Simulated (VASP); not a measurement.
Set up this calculation in VASP 6.6.1, as the native input.

```yaml
Task: single point
Functional: r2SCAN
Potentials_or_basis: VASP PAW PBE potentials, release 64 (Zn, S)
Cutoff: 520 eV
k_mesh: 6 × 6 × 4
Occupations: gaussian, width 0.05 eV
Spin: no spin polarisation
Dipole_correction: no
Further_INCAR_settings: ALGO = Normal; EDIFF = 1e-06; NBANDS = 26
```

Crystal: ZnS.

```
Zn S
1.0
     3.81100    0.00000   -0.11433
    -1.90550    3.30042    0.05716
    -0.18702    0.00000    6.23400
Zn S
2 2
Direct
  0.33333 0.66667 0.00000
  0.66667 0.33333 0.50000
  0.33333 0.66667 0.38500
  0.66667 0.33333 0.88500
```

This cell differs from its parent crystal: strain -0.0600 x Voigt [0, 0, 0, 0, 1, 0].

One way to write it, as run:

POSCAR

```
ZnS
1.0
    3.8109987816      0.0000000000     -0.1143299634
   -1.9054993908      3.3004217586      0.0571649817
   -0.1870200000      0.0000000000      6.2340000000
Zn S
2 2
Direct
    0.3333333333      0.6666666667      0.0000000000
    0.6666666667      0.3333333333      0.5000000000
    0.3333333333      0.6666666667      0.3850000000
    0.6666666667      0.3333333333      0.8850000000
```

INCAR.step1

```
  PREC = Accurate
  ENCUT = 520
  ISMEAR = 0
  SIGMA = 0.05
  LREAL = False
  LASPH = True
  NELM = 60
  NBANDS = 26
  GGA = PE
  ALGO = Normal
  EDIFF = 1E-4
  LWAVE = True
  LCHARG = False
```

INCAR.step2

```
  PREC = Accurate
  ENCUT = 520
  EDIFF = 1E-6
  ISMEAR = 0
  SIGMA = 0.05
  LREAL = False
  LASPH = True
  NELM = 60
  ALGO = Normal
  ISIF = 2
  LWAVE = False
  LCHARG = False
  METAGGA = R2SCAN
  LMIXTAU = True
  NBANDS = 26
  ISTART = 1
```

KPOINTS

```
Automatic mesh
0
Gamma
  6 6 4
```

Potentials or basis: VASP PAW PBE potentials, release 64 (Zn, S).

Command:

```console
$ cat potpaw_PBE.64/Zn/POTCAR potpaw_PBE.64/S/POTCAR > POTCAR
$ cp INCAR.step1 INCAR
$ mpirun -np 1 vasp_std > vasp.out
$ cp INCAR.step2 INCAR
$ mpirun -np 1 vasp_std > vasp.out
```

Results of the run:

```
Pressure               : 0.3 GPa
Largest force          : 0.395 eV/Å
Band gap on the k mesh : 2.70 eV, direct
```

Caveat: the cell differs from its parent crystal (strain -0.0600 x Voigt [0, 0, 0, 0, 1, 0]); the PAW data sets were made with another functional, which shifts forces and pressure a little.

It took 3 min on 1 thread of AMD EPYC 9R45 96-Core Processor (Zen 5), on a shared host, peak memory 0.22 GiB.
